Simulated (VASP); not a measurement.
# Cl (C2/m) in VASP: notebook

The runs below take Cl through single point, with PBEsol.

Program: VASP 6.6.1. These are calculated values, not measurements. Logs are shortened: lines on timing, memory, paths and dates and some standing lists are left out, and cuts for length are marked.

### 1 The cell of the first run

It takes space group C2/m (No. 12, monoclinic). The conventional cell has a = 4.513 Å, b = 6.207 Å, c = 2.488 Å, α = 90.00°, β = 122.45°, γ = 90.00°. Cl (site symmetry 2/m) has 2 Cl at 2.49 Å within 3.3 Å.

### 2 Single point, PBEsol (I replaced by Cl, lengths x 0.840, strained)

INCAR

```
PREC     = Accurate       # precision mode
ENCUT    = 520            # plane-wave cutoff, eV
EDIFF    = 1E-6           # SCF threshold, eV
ISMEAR   = 0              # smearing method
SIGMA    = 0.1            # smearing width, eV
LREAL    = F              # projectors in reciprocal space
LASPH    = T              # aspherical terms in the spheres
NELM     = 100            # most SCF steps
ALGO     = Normal         # electronic algorithm
ISIF     = 2              # what is computed and relaxed
LWAVE    = F              # write WAVECAR
LCHARG   = F              # write CHGCAR
GGA      = PS             # functional
NBANDS   = 10             # bands
```

KPOINTS

```
Automatic mesh
0
Gamma
  6 6 8
```

POSCAR

```
Cl
1.0
    2.2925282754     -3.1032631960      0.0425735141
    2.2925282754      3.1032631960      0.0425735141
   -1.4239701244      0.0000000000      2.0402486963
Cl
1
Direct
    0.5000000000      0.5000000000      0.5000000000
```

Potentials or basis: VASP PAW PBE potentials, release 64 (Cl).

On the command line:

```bash
$ cat potpaw_PBE.64/Cl/POTCAR > POTCAR
$ mpirun -np 1 vasp_std > vasp.out
```

OUTCAR:

```text
PREC = Accurate
   ENCUT = 520
   EDIFF = 1E-6
   ISMEAR = 0
   LREAL = F
   LASPH = T
   NELM = 100
   ISIF = 2
   GGA = PS

 ion  position               nearest neighbor table
   1  0.500  0.500  0.500-

  Warning from LATTYP: Got some problem with cell dimensions!
  Tried to take original basis but could not verify dimensions!
  LATTYP: Found a base centered monoclinic cell.
 ALAT       =     4.5133320825
 B/A-ratio  =     1.3751539392
 C/A-ratio  =     0.5512628900
 COS(beta)  =    -0.5365730582

  Lattice vectors:

 A1 = (  -0.8685581510,   3.1032631960,  -2.0828222104)
 A2 = (  -0.8685581510,  -3.1032631960,  -2.0828222104)
 A3 = (  -1.4239701244,   0.0000000000,   2.0402486963)

Analysis of symmetry for initial positions (statically):
=====================================================================
 Subroutine PRICEL returns:
 Original cell was already a primitive cell.

 Routine SETGRP: Setting up the symmetry group for a
 base centered monoclinic supercell.

 Subroutine GETGRP returns: Found  4 space group operations
 (whereof  4 operations were pure point group operations)
 out of a pool of  4 trial point group operations.

The static configuration has the point symmetry C_2h.

Analysis of symmetry for dynamics (positions and initial velocities):
=====================================================================
 Subroutine PRICEL returns:
 Original cell was already a primitive cell.

 Routine SETGRP: Setting up the symmetry group for a
 base centered monoclinic supercell.

 Subroutine GETGRP returns: Found  4 space group operations
 (whereof  4 operations were pure point group operations)
 out of a pool of  4 trial point group operations.

The dynamic configuration has the point symmetry C_2h.

 Subroutine INISYM returns: Found  4 space group operations
 (whereof  4 operations are pure point group operations),
 and found     1 'primitive' translations

----------------------------------------------------------------------------------------

                                     Primitive cell

  volume of cell :      29.4062

  direct lattice vectors                    reciprocal lattice vectors
     2.292528275 -3.103263196  0.042573514     0.215309170 -0.161120720  0.150272771
     2.292528275  3.103263196  0.042573514     0.215309170  0.161120720  0.150272771
    -1.423970124  0.000000000  2.040248696    -0.008985638  0.000000000  0.483864894

  length of vectors
     3.858463536  3.858463536  2.488032487     0.308058161  0.308058161  0.483948321

[... 79 lines left out ...]
   LREAL  =      F    real-space projection
   EDIFFG = 0.1E-04   stopping-criterion for IOM
   NSW    =      0    number of steps for IOM
   IBRION =     -1    ionic relax: 0-MD 1-quasi-New 2-CG
   NFREE  =      0    steps in history (QN), initial steepest desc. (CG)
   ISIF   =      2    stress and relaxation
   ISYM   =      2    0-nonsym 1-usesym 2-fastsym
   POTIM  = 0.5000    time-step for ionic-motion
   TEBEG  =    0.0;   TEEND  =   0.0 temperature during run
   PSTRESS=    0.0 pullay stress
   NELECT =       7.0000    total number of electrons
   NUPDOWN=      -1.0000    fix difference up-down
   EMIN   =  10.00;   EMAX   =-10.00  energy-range for DOS
   EFERMI =   0.00;   METHOD = LEGACY
   ISMEAR =     0;   SIGMA  =   0.10  broadening in eV -4-tet -1-fermi 0-gaus
   EFERMI_NEDOS =   21; number of points for ismear=-14 and -15
   IALGO  =     38    algorithm
   IMIX   =      4    mixing-type and parameters
     AMIX     =   0.40;   BMIX     =  1.00
     AMIX_MAG =   1.60;   BMIX_MAG =  1.00
  volume/ion in A,a.u.               =      29.41       198.44
  Fermi-wavevector in a.u.,A,eV,Ry     =   1.014599  1.917314 14.005990  1.029411
  Thomas-Fermi vector in A             =   2.147836
   LORBIT       =      0    0 simple, 1 ext, 2 COOP (PROOUT), +10 PAW based schemes
   GGA     = PS    functional components
   LHFCALC =     F    Hartree Fock is set to
   AEXX    =    0.0000 exact exchange contribution
   IVDW    =     0    specifies the selected vdW correction
   LEPSILON=     F    determine dielectric tensor
   LRPA    =     F    only Hartree local field effects (RPA)
 non-spin polarized calculation
 Gauss-broadening in eV      SIGMA  =   0.10
  energy-cutoff  :      520.00
  volume of cell :       29.41
 maximum number of plane-waves:       804
 NGX is ok and might be reduce to    30
   NGX = 15   NGY = 15   NGZ =  9

 number of electron       6.9999998 magnetization

 Free energy of the ion-electron system (eV)
  ---------------------------------------------------
  ext. energy  EPLUGINS =         0.00000000
  ---------------------------------------------------
  free energy    TOTEN  =        -1.72925026 eV

  energy without entropy =       -1.71889175  energy(sigma->0) =       -1.72407101

 E-fermi :  -1.2241     XC(G=0):  -7.9736

 val. band max:       -1.2242347600   @ k =  -0.1667  -0.3333   0.3750
 cond. band min:      -1.2188510499   @ k =  -0.1667  -0.1667   0.3750
 fundamental gap:      0.0053837100
 Fermi energy:        -1.2241127432

 k-point     1 :       0.0000    0.0000    0.0000
  band No.  band energies     occupation
      1     -16.0912      2.00000
      2      -2.4792      2.00000
      3      -2.3207      2.00000
      4       2.0761      0.00000
      5       5.5203      0.00000
      6      10.5102      0.00000
      7      11.3784      0.00000
      8      12.8896      0.00000
      9      15.4495      0.00000
     10      19.7273      0.00000
[... 287 lines left out ...]
 k-point    24 :      -0.1667    0.1667    0.1250
  band No.  band energies     occupation
      1     -15.7235      2.00000
      2      -2.8916      2.00000
      3      -2.3656      2.00000
      4       0.4446      0.00000
      5       7.0878      0.00000
      6       9.9590      0.00000
      7      12.1865      0.00000
      8      14.7431      0.00000
      9      16.8531      0.00000
     10      17.8330      0.00000

 [... further k-points ...]
[... 5 lines left out ...]
  --------------------------------------------------------------------------------------
  -------------------------------------------------------------------------------------
  Total       -1.0950507      0.0676488     -2.0891411      0.0000000      0.0000000      1.3269079
  in kB      -59.6630705      3.6857961   -113.8253924      0.0000000      0.0000000     72.2956520
  external PRESSURE =     -56.6008889 kB  Pullay stress =       0.0000000 kB

 VOLUME and BASIS-vectors are now :
 -----------------------------------------------------------------------------
  energy-cutoff  :      520.00
  volume of cell :       29.41
      direct lattice vectors                 reciprocal lattice vectors
     2.292528275 -3.103263196  0.042573514     0.215309170 -0.161120720  0.150272771
     2.292528275  3.103263196  0.042573514     0.215309170  0.161120720  0.150272771
    -1.423970124  0.000000000  2.040248696    -0.008985638  0.000000000  0.483864894

 POSITION                                       TOTAL-FORCE (eV/Angst)
 -----------------------------------------------------------------------------------
      1.58054      0.00000      1.06270        -0.000000     -0.000000      0.000000
 -----------------------------------------------------------------------------------
    total drift:                                0.000000      0.000000      0.000000

  FREE ENERGIE OF THE ION-ELECTRON SYSTEM (eV)
  ---------------------------------------------------
  free  energy   TOTEN  =        -1.7292502636 eV

  energy  without entropy=       -1.7188917472  energy(sigma->0) =       -1.72407101
```

stdout:

```text
POSCAR found type information on POSCAR Cl
 POSCAR found :  1 types and       1 ions
 scaLAPACK will be used
 -----------------------------------------------------------------------------
|                                                                             |
|                                                                             |
|     You enforced a specific xc type in the INCAR file but a different       |
|     I HOPE YOU KNOW WHAT YOU ARE DOING!                                     |
|                                                                             |
 -----------------------------------------------------------------------------

 LDA part: xc-table for (Slater+PW92), standard interpolation
 POSCAR, INCAR and KPOINTS ok, starting setup
 FFT: planning ... GRIDC
 FFT: planning ... GRID_SOFT
 FFT: planning ... GRID
 WAVECAR not read
 entering main loop
```

It took 28 s on 1 thread of Oxide Virtual Turin-like, shared host; peak memory 0.11 GiB.

Results:

| Quantity | Value |
| --- | --- |
| Free energy | -1.7293 eV |
| Pressure | -5.7 GPa |
| Band gap on the k mesh | zero (an odd number of electrons rules out a gap without spin polarisation) |

Caveat: the k points lie up to 0.36 Å⁻¹ apart, too coarse for converged energies and pressures of a metal; the cell differs from its parent crystal (I replaced by Cl, lengths x 0.840, strained); the PAW data sets were made with another functional, which shifts forces and pressure a little; an odd number of electrons without spin polarisation forces a metal; a magnetic or distorted state may lie lower.

### 3 Single point, PBEsol (I replaced by Cl, lengths x 0.840, strained)

INCAR

```
SYSTEM = Cl
PREC = Accurate
ENCUT = 520
EDIFF = 1E-7
ISMEAR = 0
SIGMA = 0.1
LREAL = .FALSE.
LASPH = .TRUE.
NELM = 60
ALGO = Normal
ISIF = 2
LWAVE = .FALSE.
LCHARG = .FALSE.
GGA = PS
NBANDS = 10
```

KPOINTS

```
Automatic mesh
0
G
  6 6 10
  0 0 0
```

POSCAR

```
Cl
1.0
    2.0573501362     -3.0494735082      0.0071026955
    2.0573501362      3.0494735082      0.0071026955
   -1.3070692872      0.0000000000      1.9234425052
Cl
1
Direct
    0.5000000000      0.5000000000      0.5000000000
```

Potentials or basis: VASP PAW PBE potentials, release 64 (Cl).

On the command line:

```bash
$ cat potpaw_PBE.64/Cl/POTCAR > POTCAR
$ mpirun -np 1 vasp_std > vasp.out
```

OUTCAR:

```text
SYSTEM = Cl
   PREC = Accurate
   ENCUT = 520
   EDIFF = 1E-7
   ISMEAR = 0
   LREAL = .FALSE.
   LASPH = .TRUE.
   NELM = 60
   ISIF = 2
   GGA = PS

 ion  position               nearest neighbor table
   1  0.500  0.500  0.500-

  LATTYP: Found a base centered monoclinic cell.
 ALAT       =     4.1147247933
 B/A-ratio  =     1.4822247715
 C/A-ratio  =     0.5651711767
 COS(beta)  =    -0.5591949256

  Lattice vectors:

 A1 = (   2.0573501362,  -3.0494735082,   0.0071026955)
 A2 = (   2.0573501362,   3.0494735082,   0.0071026955)
[... 485 lines left out ...]
      4       3.5484      0.00000
      5       8.6532      0.00000
      6      11.3671      0.00000
      7      13.9884      0.00000
      8      17.0423      0.00000
      9      20.4591      0.00000
     10      20.7316      0.00000

 [... further k-points ...]
[... 5 lines left out ...]
  --------------------------------------------------------------------------------------
  -------------------------------------------------------------------------------------
  Total       -0.3009363      0.1622513     -0.4481093      0.0000000      0.0000000      0.1999218
  in kB      -19.9308249     10.7458022    -29.6779961      0.0000000      0.0000000     13.2406922
  external PRESSURE =     -12.9543396 kB  Pullay stress =       0.0000000 kB

 VOLUME and BASIS-vectors are now :
 -----------------------------------------------------------------------------
  energy-cutoff  :      520.00
  volume of cell :       24.19
      direct lattice vectors                 reciprocal lattice vectors
     2.057350136 -3.049473508  0.007102695     0.242462243 -0.163962730  0.164764452
     2.057350136  3.049473508  0.007102695     0.242462243  0.163962730  0.164764452
    -1.307069287  0.000000000  1.923442505    -0.001790680  0.000000000  0.518684314

 POSITION                                       TOTAL-FORCE (eV/Angst)
 -----------------------------------------------------------------------------------
      1.40382      0.00000      0.96882         0.000000      0.000000      0.000000
 -----------------------------------------------------------------------------------
    total drift:                                0.000000      0.000000      0.000000

  FREE ENERGIE OF THE ION-ELECTRON SYSTEM (eV)
  ---------------------------------------------------
  free  energy   TOTEN  =        -1.7351985843 eV

  energy  without entropy=       -1.7230250833  energy(sigma->0) =       -1.72911183
```

It took 34 s on 1 thread of Oxide Virtual Turin-like, shared host; peak memory 0.11 GiB.

Results:

* Free energy: -1.7352 eV
* Pressure: -1.3 GPa
* Band gap on the k mesh: zero (an odd number of electrons rules out a gap without spin polarisation)

Stress tensor (GPa, compression positive):
```
-1.99  0.00  1.32
 0.00  1.07  0.00
 1.32  0.00 -2.97
```

Caveat: the cell differs from its parent crystal (I replaced by Cl, lengths x 0.840, strained); the PAW data sets were made with another functional, which shifts forces and pressure a little; an odd number of electrons without spin polarisation forces a metal; a magnetic or distorted state may lie lower.

### 4 Single point, PBEsol (I replaced by Cl, lengths x 0.840, strained)

INCAR

```
SYSTEM = Cl
ALGO = Fast
EDIFF = 1E-7
ENCUT = 520
GGA = PS
ISIF = 2
ISMEAR = 0
LASPH = .TRUE.
LCHARG = .TRUE.
LELF = .TRUE.
LREAL = .FALSE.
LVHAR = .TRUE.
LWAVE = .FALSE.
NBANDS = 10
NELM = 100
PREC = Accurate
SIGMA = 0.1
```

KPOINTS

```
k-points
0
G
  14 14 22
  0 0 0
```

POSCAR is that of step 3.

On the command line:

```bash
$ cat potpaw_PBE.64/Cl/POTCAR > POTCAR
$ mpirun -np 1 vasp_std > vasp.out
```

Wall time 5.4 min (1 thread of Oxide Virtual Turin-like, shared host); peak memory 0.29 GiB.

It converged, with:

- Free energy: -1.8297 eV
- Pressure: -2.1 GPa
- Band gap on the k mesh: zero (an odd number of electrons rules out a gap without spin polarisation)

Stress tensor (GPa, compression positive):
```
-2.53  0.00  3.15
 0.00  1.39  0.00
 3.15  0.00 -5.04
```

Levels at points of the mesh, in eV from the Fermi level:
| k point | band 1 | band 2 | band 3 | band 4 | band 5 | band 6 | band 7 | band 8 |
| --- | --- | --- | --- | --- | --- | --- | --- | --- |
| (0.00, 0.00, 0.00) | -16.14 | -1.67 | -1.63 | 4.40 | 6.37 | 11.54 | 12.15 | 14.81 |
| (0.50, 0.00, 0.00) | -15.66 | -4.26 | -2.24 | 4.42 | 7.68 | 13.76 | 14.25 | 17.57 |
| (0.50, 0.50, 0.00) | -15.71 | -4.15 | -2.11 | 4.27 | 7.80 | 13.53 | 13.72 | 17.47 |
| (0.00, 0.00, 0.50) | -11.93 | -6.32 | -0.92 | -0.01 | 7.90 | 9.51 | 16.25 | 17.46 |
| (0.50, 0.00, 0.50) | -12.17 | -6.56 | -0.21 | 0.51 | 8.86 | 11.79 | 13.91 | 14.88 |
| (0.50, 0.50, 0.50) | -11.92 | -6.31 | -0.92 | -0.04 | 7.89 | 9.43 | 16.32 | 17.58 |

Caveat: the cell differs from its parent crystal (I replaced by Cl, lengths x 0.840, strained); the stress differs along the axes, from -5 to 1 GPa; the PAW data sets were made with another functional, which shifts forces and pressure a little; an odd number of electrons without spin polarisation forces a metal; a magnetic or distorted state may lie lower.

### 5 Single point, PBEsol (I replaced by Cl, lengths x 0.840, strained)

INCAR

```
PREC     = Accurate       # precision mode
ENCUT    = 520            # plane-wave cutoff, eV
EDIFF    = 1E-6           # SCF threshold, eV
ISMEAR   = 0              # smearing method
SIGMA    = 0.1            # smearing width, eV
LREAL    = False          # projectors in reciprocal space
LASPH    = True           # aspherical terms in the spheres
NELM     = 100            # most SCF steps
ALGO     = Fast           # electronic algorithm
ISIF     = 2              # what is computed and relaxed
LWAVE    = False          # write WAVECAR
LCHARG   = False          # write CHGCAR
GGA      = PS             # functional
NBANDS   = 10             # bands
```

KPOINTS

```
Automatic mesh
0
Gamma
  14 14 20
```

POSCAR

```
Cl
1.0
    2.2925282754     -3.1032631960      0.0425735141
    2.2925282754      3.1032631960      0.0425735141
   -1.4239701244      0.0000000000      2.0402486963
Cl
1
Direct
    0.5000000000      0.5000000000      0.5000000000
```

On the command line:

```bash
$ cat potpaw_PBE.64/Cl/POTCAR > POTCAR
$ mpirun -np 1 vasp_std > vasp.out
```

Wall time 2.8 min (1 thread of Oxide Virtual Turin-like, shared host); peak memory 0.31 GiB.

It converged, with:

```
Free energy            : -1.6613 eV
Pressure               : -5.1 GPa
Band gap on the k mesh : zero (an odd number of electrons rules out a gap without spin polarisation)
```

Stress tensor (GPa, compression positive):
```
 -5.47   0.00   6.32
  0.00   0.28   0.00
  6.32   0.00 -10.25
```

Levels at points of the mesh, in eV from the Fermi level:
```
           k point  band 1  band 2  band 3  band 4  band 5  band 6  band 7  band 8  band 9
(0.00, 0.00, 0.00)  -14.86   -1.25   -1.10    3.31    6.74   11.73   12.60   14.12   16.67
(0.50, 0.00, 0.00)  -14.60   -2.99   -1.47    3.29    8.50   12.43   13.89   16.79   19.21
(0.50, 0.50, 0.00)  -14.55   -2.97   -1.73    3.21    8.20   12.97   13.45   17.23   18.79
(0.00, 0.00, 0.50)  -12.02   -4.88   -0.43   -0.02    8.82    9.88   16.34   16.61   17.23
(0.50, 0.00, 0.50)  -12.12   -5.02   -0.06    0.29    9.45   11.74   13.82   14.32   17.26
(0.50, 0.50, 0.50)  -12.04   -4.90   -0.41    0.03    8.84   10.05   16.10   16.46   17.08
```

Caveat: the cell differs from its parent crystal (I replaced by Cl, lengths x 0.840, strained); the stress differs along the axes, from -10 to 0 GPa; the PAW data sets were made with another functional, which shifts forces and pressure a little; an odd number of electrons without spin polarisation forces a metal; a magnetic or distorted state may lie lower.

### 6 Overview

```csv
cell,k mesh,gap on the mesh (eV),pressure (GPa)
"a = 3.858, b = 3.858, c = 2.488 Å, angles 109.3, 109.3, 107.1°, 1 atom",6 × 6 × 8,none,-5.7
"a = 3.679, b = 3.679, c = 2.326 Å, angles 108.2, 108.2, 112.0°, 1 atom",6 × 6 × 10,none,-1.3
"a = 3.679, b = 3.679, c = 2.326 Å, angles 108.2, 108.2, 112.0°, 1 atom",14 × 14 × 22,none,-2.1
"a = 3.858, b = 3.858, c = 2.488 Å, angles 109.3, 109.3, 107.1°, 1 atom",14 × 14 × 20,none,-5.1
```

Alike in all rows: task single point; level PBEsol; potentials or basis VASP PAW PBE potentials, release 64 (Cl); no spin polarisation; cutoff (eV) 520; smearing gaussian 0.1 eV.

Caveats: some runs use coarse meshes; the PAW data sets were made with another functional, which shifts forces and pressure a little; an odd number of electrons without spin polarisation forces a metal; a magnetic or distorted state may lie lower; the stress differs along the axes, from -5 to 1 GPa (at least some runs); the stress differs along the axes, from -10 to 0 GPa (at least some runs).

Absolute energies hang on the potentials; compare differences alone.
